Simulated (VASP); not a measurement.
Ru:

```
Ru
1.0
     2.74141    0.00000    0.00000
    -1.37070    2.37413    0.00000
     0.00000    0.00000    4.33825
Ru
2
Cartesian
  1.3707 0.7914 3.2537
  0.0000 1.5828 1.0846
```

Base run:

* Program: VASP 6.6.1
* Functional: BLYP
* Potentials or basis: VASP PAW PBE potentials, release 64 (Ru_pv)
* Cutoff: 520 eV
* k mesh: 11 × 11 × 6
* Occupations: fermi-dirac, width 0.05 eV
* Spin: no spin polarisation

Its results: band gap on the k mesh zero (band 14 reaches 14.05 eV, above the bottom of band 15 at 11.17 eV); pressure 6.7 GPa.

**Question.** After a change of settings the same cell gave: band gap on the k mesh zero (band 14 reaches 14.05 eV, above the bottom of band 15 at 11.17 eV); pressure -4.3 GPa. Which change was it?
A. functional from BLYP to LDA; potentials or basis from VASP PAW PBE potentials, release 64 (Ru_pv) to VASP PAW LDA potentials, release 64 (Ru_pv)
B. functional from BLYP to PBE; dispersion from none to D4
C. functional from BLYP to PBEsol; further incar settings from ALGO = Fast; EDIFF = 1e-06; NBANDS = 21 to ALGO = Normal; EDIFF = 1e-06; NBANDS = 21
D. dispersion from none to D4

**Answer.** D.

Dispersion adds attraction, which lowers the pressure at fixed volume and, as a term added to the energy, leaves the levels alone.

Caveats: the PAW data sets were made with another functional, which shifts forces and pressure a little; pairwise dispersion overbinds metals, which lowers pressure and volume (some runs).
